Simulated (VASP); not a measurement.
The system is GaP2.

```
CELL_PARAMETERS angstrom
4.65792 0.00000 0.00000
0.00000 4.65792 0.00000
0.00000 0.00000 2.17599
ATOMIC_POSITIONS crystal
Ga 0.00000 0.00000 0.00000
P 0.00000 0.50000 0.00000
P 0.50000 0.00000 0.00000
```

The cell was built from a structure type or drawn by symmetry, and may not be a known phase.

```yaml
Program: VASP 6.6.1
Task: relaxation of cell and atoms
Functional: PBE
Potentials_or_basis: VASP PAW PBE potentials, release 64 (Ga_d, P)
Cutoff: 600 eV
k_mesh: 4 × 4 × 8
Occupations: gaussian, width 0.1 eV
Spin: no spin polarisation
```

At the start: pressure 32.1 GPa; volume 15.74 Å³/atom.

How do energy, volume and symmetry change on relaxing?

Over 8 steps the energy falls by 375.9 meV/atom and the volume is 20.65 Å³/atom (+31.2 %); space group P4/mmm (No. 123, to 0.1 Å) before and after.

The path:
| step | energy change (eV) | largest force (eV/Å) | pressure (GPa) | volume (Å³) |
| --- | --- | --- | --- | --- |
| 1 | 0.0000 | 0.0000 | 32.13 | 47.21 |
| 2 | -0.5655 | 0.0000 | -8.10 | 72.14 |
| 3 | -1.0050 | 0.0000 | 1.04 | 59.58 |
| 4 | -1.0053 | 0.0000 | 1.31 | 59.31 |
| 5 | -1.1201 | 0.0000 | 0.25 | 62.27 |
| 6 | -1.1275 | 0.0000 | 0.20 | 61.75 |
| 7 | -1.1276 | 0.0000 | 0.23 | 61.69 |
| 8 | -1.1277 | 0.0000 | -0.07 | 61.94 |

Final structure:
```cif
data_structure
_symmetry_space_group_name_H-M 'P 1'
_symmetry_Int_Tables_number 1
_cell_length_a 5.1394
_cell_length_b 5.1394
_cell_length_c 2.3449
_cell_angle_alpha 90.000
_cell_angle_beta 90.000
_cell_angle_gamma 90.000
_cell_volume 61.94
loop_
_atom_site_label
_atom_site_type_symbol
_atom_site_fract_x
_atom_site_fract_y
_atom_site_fract_z
_atom_site_occupancy
Ga1 Ga 0.00000 0.00000 0.00000 1
P1 P 0.00000 0.50000 0.00000 1
P2 P 0.50000 0.00000 0.00000 1
```

Caveat: the k points lie up to 0.33 Å⁻¹ apart in the final cell, too coarse for converged energies and pressures of a metal; the volume moved by over 15 % at a fixed basis, so the end points are rough.
